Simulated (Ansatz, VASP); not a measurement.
# One calculation of AlSn2C4, two programs

```
Al Sn C
1.0
     0.00000    4.80853    4.80853
     4.80853    0.00000    4.80853
     4.80853    4.80853    0.00000
Al Sn C
1 2 4
Cartesian
  7.2128 7.2128 7.2128
  2.4043 2.4043 2.4043
  0.0000 0.0000 0.0000
  3.6066 1.2020 3.6066
  1.2020 1.2020 1.2020
  1.2020 3.6066 3.6066
  3.6066 3.6066 1.2020
```

Alike in both runs: functional PBE; k mesh 8 × 8 × 8; occupations gaussian, width 0.1 eV; no spin polarisation.

Ansatz relaxed the structure, and its values are those at the end. VASP's run is a single point on that final structure, the one shown.

|  | VASP | Ansatz |
| --- | --- | --- |
| version | VASP 6.6.1 | Ansatz 0.2.0 |
| potentials or method | VASP PAW PBE potentials, release 64 (Al, Sn_d, C), cutoff 520 eV | scalar-relativistic, plane waves, PAW |
| valence electrons in the cell | 47 | 47 |

```csv
,VASP,Ansatz,Ansatz less VASP
gap on the k mesh at the Fermi level (eV),none,none,-
pressure (GPa),-0.1,0.0,+0.07
```

A gap of «none» marks a metal or a gap that the smearing closes. Ansatz's warnings: xc potential rough in thin density.
